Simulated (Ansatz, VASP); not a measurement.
**Ag: VASP beside Ansatz**

INCAR

```
SYSTEM = Ag
PREC = Accurate ; ENCUT = 600
EDIFF = 1E-6 ; ISMEAR = 0
SIGMA = 0.1 ; LREAL = .FALSE.
LASPH = .TRUE. ; NELM = 100
ALGO = Fast ; ISIF = 3
LWAVE = .FALSE. ; LCHARG = .FALSE.
GGA = PE ; IVDW = 12
IBRION = 2 ; NSW = 100
EDIFFG = -0.005
```

Contents of KPOINTS:

```
Automatic mesh
0
G
  18 18 18
  0 0 0
```

File POSCAR:

```
Ag
1.0
    0.0000000000      2.0521781806      2.0521781806
    2.0521781806      0.0000000000      2.0521781806
    2.0521781806      2.0521781806      0.0000000000
Ag
1
Direct
    0.0000000000      0.0000000000      0.0000000000
```

Input for Ansatz:

```yaml
crystal:
  lattice:
    - [0.0, 2.0521781806, 2.0521781806]
    - [2.0521781806, 0.0, 2.0521781806]
    - [2.0521781806, 2.0521781806, 0.0]
  atoms:
    - { symbol: Ag, position: [0.0, 0.0, 0.0] }
basis:
  ecutwfc: 420
kpoints:
  mp_grid: { grid: [18, 18, 18] }
hamiltonian:
  xc: pbe
  dispersion: d3bj
scf:
  occupations: { method: gaussian, width: 0.1 }
output:
  forces: true
  stress: true
  eigenvalues: true
relax:
  adjacent_minimum: "off"
  f_tol: 0.005
  max_steps: 80
  cell: { stress_tol: 0.05 }
```

Alike in both runs: task relaxation of cell and atoms; functional PBE; dispersion D3(BJ); k mesh 18 × 18 × 18; occupations gaussian, width 0.1 eV; no spin polarisation.

```csv
,VASP,Ansatz
version,VASP 6.6.1,Ansatz 0.2.0
potentials or method,"VASP PAW PBE potentials, release 64 (Ag), cutoff 600 eV","scalar-relativistic, plane waves, PAW"
valence electrons in the cell,11,19
```

Ansatz gave:

| Property | Result |
| --- | --- |
| gap on the k mesh at the Fermi level, each at its own relaxed structure (eV) | none |
| relaxed volume (Å³/atom) | 16.89 |
| relaxed cell length with the largest relative difference (Å) | 2.880 |

Question: What did VASP give for the same quantities?

Answer: gap on the k mesh at the Fermi level, each at its own relaxed structure (eV): none; relaxed volume (Å³/atom): 16.87; relaxed cell length with the largest relative difference (Å): 2.879.

A gap of «none» marks a metal or a gap that the smearing closes. VASP's potentials hold 11 valence electrons a cell and Ansatz's 19, so a difference there can come from the potentials and not from the codes.
